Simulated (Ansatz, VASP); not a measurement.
InO in VASP and in Ansatz

```
In O
1.0
     3.45361    0.00000    0.00000
    -1.72681    2.99092    0.00000
     0.00000    0.00000   15.08324
In O
2 2
Direct
  0.66667 0.33333 0.59002
  0.66667 0.33333 0.40998
  0.00000 0.00000 0.63987
  0.00000 0.00000 0.36013
```

Change from the starting cell: strain +0.000 along x and y, -0.050 along z, atoms carried along.

Alike in both runs: task single point; functional PBE; k mesh 12 × 12 × 2; occupations gaussian, width 0.03 eV; no spin polarisation.

```csv
,VASP,Ansatz
version,VASP 6.6.1,Ansatz 0.2.0
potentials or method,"VASP PAW PBE potentials, release 64 (In_d, O), cutoff 520 eV","scalar-relativistic, plane waves, PAW"
valence electrons in the cell,38,38
```

VASP gave:

| Item | Value |
| --- | --- |
| gap on the k mesh at the Fermi level (eV) | 0.52 |
| least direct gap on the mesh (eV) | 1.18 |
| rms of the force components (eV/Å) | 0.242 |

Task: Estimate Ansatz's values.

Result: gap on the k mesh at the Fermi level (eV): 0.54; least direct gap on the mesh (eV): 1.19; rms of the force components (eV/Å): 0.246.

Atom by atom the forces differ by 0.020 eV/Å (rms over components). The functional is the same, so the differences come from potentials, cutoffs and numerics.
